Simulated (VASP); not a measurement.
# AgI (I-4m2) in VASP: notebook, part 2 of 2

VASP 6.6.1. Earlier steps stand in the parts before.

## (3) Single point, r2SCAN

This run uses another cell than the first one, of 35.56 Å³/atom, 1.031 times its volume.

POSCAR

```
AgI
1.0
   -2.3243249426      2.3243249426      3.2907521056
    2.3243249426     -2.3243249426      3.2907521056
    2.3243249426      2.3243249426     -3.2907521056
Ag I
1 1
Direct
    0.2500000000      0.7500000000      0.5000000000
    0.0000000000      0.0000000000      0.0000000000
```

INCAR.step1

```
  ALGO = Normal
  EDIFF = 1E-5
  ENCUT = 550
  GGA = PE
  GGA_COMPAT = False
  ISMEAR = 0
  LASPH = True
  LCHARG = False
  LREAL = False
  LWAVE = True
  NBANDS = 16
  NELM = 120
  PREC = Accurate
  SIGMA = 0.01
```

INCAR.step2

```
  ALGO = Normal
  EDIFF = 1E-6
  ENCUT = 550
  GGA_COMPAT = False
  ISIF = 2
  ISMEAR = 0
  ISTART = 1
  LASPH = True
  LCHARG = False
  LMIXTAU = True
  LREAL = False
  LWAVE = False
  METAGGA = R2SCAN
  NBANDS = 16
  NELM = 120
  PREC = Accurate
  SIGMA = 0.01
```

KPOINTS

```
k-points
0
Gamma
  6 6 6
```

Potentials or basis: VASP PAW PBE potentials, release 64 (Ag, I).

The run is started by

```sh
$ cat potpaw_PBE.64/Ag/POTCAR potpaw_PBE.64/I/POTCAR > POTCAR
$ cp INCAR.step1 INCAR
$ mpirun -np 1 vasp_std > vasp.out
$ cp INCAR.step2 INCAR
$ mpirun -np 1 vasp_std > vasp.out
```

OUTCAR:

```text
EDIFF = 1E-6
   ENCUT = 550
   ISIF = 2
   ISMEAR = 0
   ISTART = 1
   LASPH = True
   LREAL = False
   METAGGA = R2SCAN
   NELM = 120
   PREC = Accurate

 ion  position               nearest neighbor table
   1  0.250  0.750  0.500-   2 2.85   2 2.85   2 2.85   2 2.85
   2  0.000  0.000  0.000-   1 2.85   1 2.85   1 2.85   1 2.85

  LATTYP: Found a body centered tetragonal cell.
 ALAT       =     4.6486498852
 C/A-ratio  =     1.4157883200

  Lattice vectors:

 A1 = (  -2.3243249426,   2.3243249426,   3.2907521056)
 A2 = (   2.3243249426,  -2.3243249426,   3.2907521056)
 A3 = (   2.3243249426,   2.3243249426,  -3.2907521056)

Analysis of symmetry for initial positions (statically):
=====================================================================
 Subroutine PRICEL returns:
 Original cell was already a primitive cell.

 Routine SETGRP: Setting up the symmetry group for a
 body centered tetragonal supercell.

 Subroutine GETGRP returns: Found  8 space group operations
 (whereof  8 operations were pure point group operations)
 out of a pool of 16 trial point group operations.

The static configuration has the point symmetry D_2d.

Analysis of symmetry for dynamics (positions and initial velocities):
=====================================================================
 Subroutine PRICEL returns:
 Original cell was already a primitive cell.

 Routine SETGRP: Setting up the symmetry group for a
 body centered tetragonal supercell.

 Subroutine GETGRP returns: Found  8 space group operations
 (whereof  8 operations were pure point group operations)
 out of a pool of 16 trial point group operations.

The dynamic configuration has the point symmetry D_2d.

 Subroutine INISYM returns: Found  8 space group operations
 (whereof  8 operations are pure point group operations),
 and found     1 'primitive' translations

----------------------------------------------------------------------------------------

                                     Primitive cell

  volume of cell :      71.1130

  direct lattice vectors                    reciprocal lattice vectors
    -2.324324943  2.324324943  3.290752106     0.000000000  0.215116222  0.151940950
     2.324324943 -2.324324943  3.290752106     0.215116222  0.000000000  0.151940950
     2.324324943  2.324324943 -3.290752106     0.215116222  0.215116222  0.000000000

  length of vectors
     4.651238792  4.651238792  4.651238792     0.263364844  0.263364844  0.304220278

  position of ions in fractional coordinates (direct lattice)
     0.250000000  0.750000000  0.500000000
     0.000000000  0.000000000  0.000000000

  ion indices of the primitive-cell ions
   primitive index   ion index
                 1           1
                 2           2

----------------------------------------------------------------------------------------

 KPOINTS: k-points

Automatic generation of k-mesh.
 Grid dimensions read from file:
 generate k-points for:    6    6    6

 Generating k-lattice:

  Cartesian coordinates                     Fractional coordinates (reciprocal lattice)
     0.000000000  0.035852704  0.025323492     0.166666667 -0.000000000  0.000000000
     0.035852704  0.000000000  0.025323492    -0.000000000  0.166666667  0.000000000
     0.035852704  0.035852704  0.000000000     0.000000000  0.000000000  0.166666667

  Length of vectors
     0.043894141  0.043894141  0.050703380

  Shift w.r.t. Gamma in fractional coordinates (k-lattice)
     0.000000000  0.000000000  0.000000000

 Subroutine IBZKPT returns following result:
 ===========================================

 Found     30 irreducible k-points:

 Following reciprocal coordinates:
            Coordinates               Weight
  0.000000  0.000000  0.000000      1.000000
  0.166667  0.000000  0.000000      8.000000
  0.333333  0.000000 -0.000000      8.000000
  0.500000  0.000000 -0.000000      4.000000
  0.166667  0.166667  0.000000      8.000000
  0.333333  0.166667  0.000000     16.000000
[... 16 lines left out ...]
 -0.333333 -0.333333  0.166667      8.000000
 -0.166667 -0.333333  0.166667      8.000000
 [... further k-points ...]
   k-points           NKPTS =     30   k-points in BZ     NKDIM =     30   number of bands    NBANDS=     16
   number of dos      NEDOS =    301   number of ions     NIONS =      2
   total plane-waves  NPLWV =  46656
   dimension x,y,z NGX =    36 NGY =   36 NGZ =   36
   dimension x,y,z NGXF=    72 NGYF=   72 NGZF=   72
   ions per type =               1   1
   NGX,Y,Z   is equivalent  to a cutoff of  12.87, 12.87, 12.87 a.u.
   NGXF,Y,Z  is equivalent  to a cutoff of  25.73, 25.73, 25.73 a.u.
 SYSTEM =  unknown system
   PREC   = accura    normal or accurate (medium, high low for compatibility)
   ISTART =      1    job   : 0-new  1-cont  2-samecut
   ICHARG =      0    charge: 1-file 2-atom 10-const
   ISPIN  =      1    spin polarized calculation?
   LNONCOLLINEAR =      F non collinear calculations
   LSORBIT =      F    spin-orbit coupling
   LASPH  =      T    aspherical Exc in radial PAW
   ENCUT  =  550.0 eV  40.42 Ry    6.36 a.u.   8.89  8.89  8.89*2*pi/ulx,y,z
   NELM   =    120;   NELMIN=  2; NELMDL=  0     # of ELM steps
   EDIFF  = 0.1E-05   stopping-criterion for ELM
   LREAL  =      F    real-space projection
   EDIFFG = 0.1E-04   stopping-criterion for IOM
   NSW    =      0    number of steps for IOM
   IBRION =     -1    ionic relax: 0-MD 1-quasi-New 2-CG
   NFREE  =      0    steps in history (QN), initial steepest desc. (CG)
   ISIF   =      2    stress and relaxation
   ISYM   =      2    0-nonsym 1-usesym 2-fastsym
   POTIM  = 0.5000    time-step for ionic-motion
   TEBEG  =    0.0;   TEEND  =   0.0 temperature during run
   PSTRESS=    0.0 pullay stress
   NELECT =      18.0000    total number of electrons
   NUPDOWN=      -1.0000    fix difference up-down
   EMIN   =  10.00;   EMAX   =-10.00  energy-range for DOS
   EFERMI =   0.00;   METHOD = LEGACY
   ISMEAR =     0;   SIGMA  =   0.01  broadening in eV -4-tet -1-fermi 0-gaus
   EFERMI_NEDOS =   21; number of points for ismear=-14 and -15
   IALGO  =     38    algorithm
   IMIX   =      4    mixing-type and parameters
     AMIX     =   0.40;   BMIX     =  1.00
     AMIX_MAG =   1.60;   BMIX_MAG =  1.00
  volume/ion in A,a.u.               =      35.56       239.95
  Fermi-wavevector in a.u.,A,eV,Ry     =   1.035578  1.956958 14.591178  1.072421
  Thomas-Fermi vector in A             =   2.169928
   LORBIT       =      0    0 simple, 1 ext, 2 COOP (PROOUT), +10 PAW based schemes
   METAGGA = R2SCAN    functional components
   LHFCALC =     F    Hartree Fock is set to
   AEXX    =    0.0000 exact exchange contribution
   IVDW    =     0    specifies the selected vdW correction
   LEPSILON=     F    determine dielectric tensor
   LRPA    =     F    only Hartree local field effects (RPA)
 non-spin polarized calculation
 Gauss-broadening in eV      SIGMA  =   0.01
  energy-cutoff  :      550.00
  volume of cell :       71.11
 maximum number of plane-waves:      2100
   NGX = 17   NGY = 17   NGZ = 17

 number of electron      18.0000002 magnetization

 Free energy of the ion-electron system (eV)
  ---------------------------------------------------
  ext. energy  EPLUGINS =         0.00000000
  ---------------------------------------------------
  free energy    TOTEN  =       -46.52521273 eV

  energy without entropy =      -46.52521273  energy(sigma->0) =      -46.52521273

 E-fermi :   2.5564     XC(G=0):  -8.7615

 val. band max:        2.4595455345   @ k =   0.0000   0.0000   0.0000
 cond. band min:       4.2495256055   @ k =   0.0000   0.0000   0.0000
 fundamental gap:      1.7899800710
 Fermi energy:         2.5563594983

 k-point     1 :       0.0000    0.0000    0.0000
  band No.  band energies     occupation
      1     -10.5375      2.00000
      2      -1.6466      2.00000
      3      -1.6459      2.00000
      4      -1.6459      2.00000
      5      -0.4785      2.00000
      6      -0.4777      2.00000
[... 8 lines left out ...]
     15      12.9390      0.00000
     16      12.9520      0.00000
[... 419 lines left out ...]
 k-point    24 :      -0.1667   -0.3333    0.1667
  band No.  band energies     occupation
      1     -10.3375      2.00000
      2      -1.7336      2.00000
      3      -1.4641      2.00000
      4      -1.4563      2.00000
      5      -0.5150      2.00000
      6      -0.4414      2.00000
[... 8 lines left out ...]
     15      13.2519      0.00000
     16      13.6900      0.00000

 [... further k-points ...]

------------------------ aborting loop because EDIFF is reached ----------------------------------------

  FORCE on cell =-STRESS in cart. coord.  units (eV):
  Direction    XX          YY          ZZ          XY          YZ          ZX
  --------------------------------------------------------------------------------------
  -------------------------------------------------------------------------------------
  Total       -0.0474008     -0.0474008     -0.0500021      0.0000000      0.0000000      0.0000000
  in kB       -1.0679423     -1.0679423     -1.1265488      0.0000000      0.0000000      0.0000000
  external PRESSURE =      -1.0874778 kB  Pullay stress =       0.0000000 kB

 VOLUME and BASIS-vectors are now :
 -----------------------------------------------------------------------------
  energy-cutoff  :      550.00
  volume of cell :       71.11
      direct lattice vectors                 reciprocal lattice vectors
    -2.324324943  2.324324943  3.290752106     0.000000000  0.215116222  0.151940950
     2.324324943 -2.324324943  3.290752106     0.215116222  0.000000000  0.151940950
     2.324324943  2.324324943 -3.290752106     0.215116222  0.215116222  0.000000000

 POSITION                                       TOTAL-FORCE (eV/Angst)
 -----------------------------------------------------------------------------------
      2.32432      0.00000      1.64538        -0.000000      0.000000      0.000000
      0.00000      0.00000      0.00000         0.000000     -0.000000     -0.000000
 -----------------------------------------------------------------------------------
    total drift:                               -0.000000      0.000000     -0.000000

  FREE ENERGIE OF THE ION-ELECTRON SYSTEM (eV)
  ---------------------------------------------------
  free  energy   TOTEN  =       -46.5252127342 eV

  energy  without entropy=      -46.5252127342  energy(sigma->0) =      -46.52521273
```

Run time: 58 s. Hardware: 1 thread of Intel Xeon 6975P-C (Granite Rapids), shared host; peak memory 0.23 GiB.

Results:

```
Free energy            : -46.5252 eV
Pressure               : -0.1 GPa
Band gap on the k mesh : 1.79 eV, direct
```

Levels at points of the mesh, in eV from the valence-band top:
```csv
k point,band 7,band 8,band 9,band 10,band 11,band 12
"(0.00, 0.00, 0.00)",0.00,0.00,0.00,1.79,6.30,6.30
"(0.50, 0.00, 0.00)",-2.81,-0.68,-0.68,3.22,6.71,6.71
"(0.50, 0.50, 0.00)",-2.46,-1.70,-1.70,3.98,4.23,8.85
"(0.50, 0.50, 0.50)",-2.46,-1.70,-1.70,3.99,4.23,8.84
```

Caveat: the PAW data sets were made with another functional, which shifts forces and pressure a little; spin-orbit coupling is left out, which moves the levels of the heavy elements.

## (4) Single point, r2SCAN (volume changed by +3%)

POSCAR

```
AgI
1.0
   -2.3473395576      2.3473395576      3.3233359287
    2.3473395576     -2.3473395576      3.3233359287
    2.3473395576      2.3473395576     -3.3233359287
Ag I
1 1
Direct
    0.2500000000      0.7500000000      0.5000000000
    0.0000000000      0.0000000000      0.0000000000
```

INCAR.step1

```
ALGO = Normal ; EDIFF = 1E-5
ENCUT = 550 ; GGA = PE
GGA_COMPAT = False ; ISMEAR = 0
LASPH = True ; LCHARG = False
LREAL = False ; LWAVE = True
NBANDS = 16 ; NELM = 120
PREC = Accurate ; SIGMA = 0.01
```

INCAR.step2

```
ALGO = Normal ; EDIFF = 1E-6
ENCUT = 550 ; GGA_COMPAT = False
ISIF = 2 ; ISMEAR = 0
ISTART = 1 ; LASPH = True
LCHARG = False ; LMIXTAU = True
LREAL = False ; LWAVE = False
METAGGA = R2SCAN ; NBANDS = 16
NELM = 120 ; PREC = Accurate
SIGMA = 0.01
```

KPOINTS is that of step 3.

The run is started by

```sh
$ cat potpaw_PBE.64/Ag/POTCAR potpaw_PBE.64/I/POTCAR > POTCAR
$ cp INCAR.step1 INCAR
$ mpirun -np 1 vasp_std > vasp.out
$ cp INCAR.step2 INCAR
$ mpirun -np 1 vasp_std > vasp.out
```

Run time: 56 s. Hardware: 1 thread of Intel Xeon 6975P-C (Granite Rapids), shared host; peak memory 0.23 GiB.

Results (log left out):

```yaml
Free_energy: -46.5189 eV
Pressure: -0.9 GPa
Band_gap_on_the_k_mesh: 1.79 eV, direct
```

Levels at points of the mesh, in eV from the valence-band top:
```csv
k point,band 7,band 8,band 9,band 10,band 11,band 12
"(0.00, 0.00, 0.00)",0.00,0.00,0.00,1.79,6.36,6.36
"(0.50, 0.00, 0.00)",-2.70,-0.64,-0.64,3.24,6.75,6.75
"(0.50, 0.50, 0.00)",-2.35,-1.61,-1.61,4.06,4.24,8.75
"(0.50, 0.50, 0.50)",-2.36,-1.61,-1.61,4.06,4.25,8.74
```

Caveat: the cell differs from its parent crystal (volume changed by +3%); the PAW data sets were made with another functional, which shifts forces and pressure a little; spin-orbit coupling is left out, which moves the levels of the heavy elements.

## (5) Single point, PBE

This run uses another cell than the first one, of 35.56 Å³/atom, 1.031 times its volume.

INCAR

```
SYSTEM = AgI
ALGO = Normal ; EDIFF = 1E-6
ENCUT = 500 ; GGA = PE
GGA_COMPAT = .FALSE. ; ISIF = 2
ISMEAR = 0 ; LASPH = .TRUE.
LCHARG = .FALSE. ; LREAL = .FALSE.
LWAVE = .FALSE. ; NBANDS = 16
NELM = 120 ; PREC = Accurate
SIGMA = 0.01
```

KPOINTS

```
k-points
0
G
  8 8 8
  0 0 0
```

POSCAR

```
AgI
1.0
   -2.3243249426      2.3243249426      3.2907521056
    2.3243249426     -2.3243249426      3.2907521056
    2.3243249426      2.3243249426     -3.2907521056
Ag I
1 1
Direct
    0.2500000000      0.7500000000      0.5000000000
    0.0000000000      0.0000000000      0.0000000000
```

The run is started by

```sh
$ cat potpaw_PBE.64/Ag/POTCAR potpaw_PBE.64/I/POTCAR > POTCAR
$ mpirun -np 1 vasp_std > vasp.out
```

Run time: 21 s. Hardware: 1 thread of Intel Xeon 6975P-C (Granite Rapids), shared host; peak memory 0.24 GiB.

Results (log left out):

| Quantity | Value |
| --- | --- |
| Free energy | -4.7892 eV |
| Pressure | 0.6 GPa |
| Band gap on the k mesh | 1.34 eV, direct |

Levels at points of the mesh, in eV from the valence-band top:
| k point | band 5 | band 6 | band 7 | band 8 | band 9 | band 10 | band 11 | band 12 | band 13 | band 14 |
| --- | --- | --- | --- | --- | --- | --- | --- | --- | --- | --- |
| (0.00, 0.00, 0.00) | -2.91 | -2.91 | 0.00 | 0.00 | 0.00 | 1.34 | 5.81 | 5.82 | 5.82 | 8.90 |
| (0.50, 0.00, 0.00) | -2.89 | -2.89 | -2.78 | -0.67 | -0.67 | 2.78 | 6.28 | 6.28 | 7.15 | 9.19 |
| (0.50, 0.50, 0.00) | -2.83 | -2.80 | -2.46 | -1.67 | -1.66 | 3.72 | 3.85 | 8.38 | 9.51 | 9.52 |
| (0.50, 0.50, 0.50) | -2.83 | -2.80 | -2.47 | -1.66 | -1.66 | 3.72 | 3.86 | 8.37 | 9.51 | 9.51 |

Caveat: spin-orbit coupling is left out, which moves the levels of the heavy elements.

## (6) The runs side by side

```tsv
level	cell	k mesh	cutoff (eV)	gap on the mesh (eV)	pressure (GPa)
r2SCAN	a = 4.604 Å, angles 120.0, 120.0, 89.9°, 2 atoms	6 × 6 × 6	550	1.79	0.8
r2SCAN	a = 4.651 Å, angles 120.0, 120.0, 89.9°, 2 atoms	6 × 6 × 6	550	1.79	-0.1
r2SCAN	a = 4.697 Å, angles 120.0, 120.0, 89.9°, 2 atoms	6 × 6 × 6	550	1.79	-0.9
PBE	a = 4.651 Å, angles 120.0, 120.0, 89.9°, 2 atoms	8 × 8 × 8	500	1.34	0.6
```

Alike in all rows: task single point; potentials or basis VASP PAW PBE potentials, release 64 (Ag, I); no spin polarisation; smearing gaussian 0.01 eV.

Caveats: spin-orbit coupling is left out, which moves the levels of the heavy elements; the PAW data sets were made with another functional, which shifts forces and pressure a little (some runs).

Total energies depend on the potentials used, so only differences within one code and one set of settings carry meaning.
